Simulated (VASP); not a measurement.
The system is AlSn.

```
Sn Al
1.0
     4.19811    0.00000    0.00000
    -2.09905    3.63567    0.00000
     0.00000    0.00000    3.30685
Sn Al
1 1
Direct
  0.33333 0.66667 0.50000
  0.00000 0.00000 0.00000
```

| Item | Value |
| --- | --- |
| Program | VASP 6.6.1 |
| Task | relaxation of cell and atoms |
| Functional | PBE |
| Dispersion | D3(BJ) |
| Potentials or basis | VASP PAW PBE potentials, release 64 (Sn_d, Al) |
| Cutoff | 600 eV |
| k mesh | 7 × 7 × 8 |
| Occupations | fermi-dirac, width 0.05 eV |
| Spin | no spin polarisation |

At the start: pressure -1.9 GPa; volume 25.24 Å³/atom.

Task: How do energy, volume and symmetry change on relaxing?

Result: Over 5 steps the energy falls by 5.8 meV/atom and the volume is 24.31 Å³/atom (-3.7 %); space group P-6m2 (No. 187, to 0.05 Å).

Step by step:
```
step  energy change (eV)  largest force (eV/Å)  pressure (GPa)  volume (Å³)
   1              0.0000                0.0000           -1.86        50.47
   2             -0.0107                0.0000            0.38        48.36
   3             -0.0110                0.0000            0.04        48.65
   4             -0.0115                0.0000           -0.03        48.62
   5             -0.0115                0.0000           -0.01        48.62
```

Final structure:
```cif
data_structure
_symmetry_space_group_name_H-M 'P 1'
_symmetry_Int_Tables_number 1
_cell_length_a 4.1333
_cell_length_b 4.1333
_cell_length_c 3.2859
_cell_angle_alpha 90.000
_cell_angle_beta 90.000
_cell_angle_gamma 120.000
_cell_volume 48.62
loop_
_atom_site_label
_atom_site_type_symbol
_atom_site_fract_x
_atom_site_fract_y
_atom_site_fract_z
_atom_site_occupancy
Sn1 Sn 0.33333 0.66667 0.50000 1
Al1 Al 0.00000 0.00000 0.00000 1
```

Caveat: pairwise dispersion overbinds metals, which lowers pressure and volume.
